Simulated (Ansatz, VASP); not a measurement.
**Two plane-wave programs on Si3C2**

```
Si C
1.0
     4.14517    0.00000    0.00000
    -2.07259    3.58982    0.00000
     0.00000    0.00000    5.67014
Si C
3 2
Cartesian
  0.9426 0.0000 0.0000
  -0.4713 0.8163 0.0000
  1.6013 2.7735 0.0000
  0.0000 2.3932 2.8351
  2.0726 1.1966 2.8351
```

Alike in both runs: task relaxation of cell and atoms; functional PBE; k mesh 6 × 6 × 4; occupations gaussian, width 0.1 eV; no spin polarisation.

```csv
,VASP,Ansatz
version,VASP 6.6.1,Ansatz 0.2.0
potentials or method,"VASP PAW PBE potentials, release 64 (Si, C), cutoff 600 eV","scalar-relativistic, plane waves, PAW"
valence electrons in the cell,20,20
```

Ansatz gave:

- gap on the k mesh at the Fermi level, each at its own relaxed structure (eV): none
- relaxed volume (Å³/atom): 10.83
- relaxed length of the cell vector where the two differ most in proportion (Å): 4.756

Problem. Which values does VASP return?

Solution. gap on the k mesh at the Fermi level, each at its own relaxed structure (eV): none; relaxed volume (Å³/atom): 10.79; relaxed length of the cell vector where the two differ most in proportion (Å): 4.749.

A gap of «none» marks a metal or a gap that the smearing closes.

Noted on VASP's run: the volume moved by over 15 % at a fixed basis, so the end points are rough.
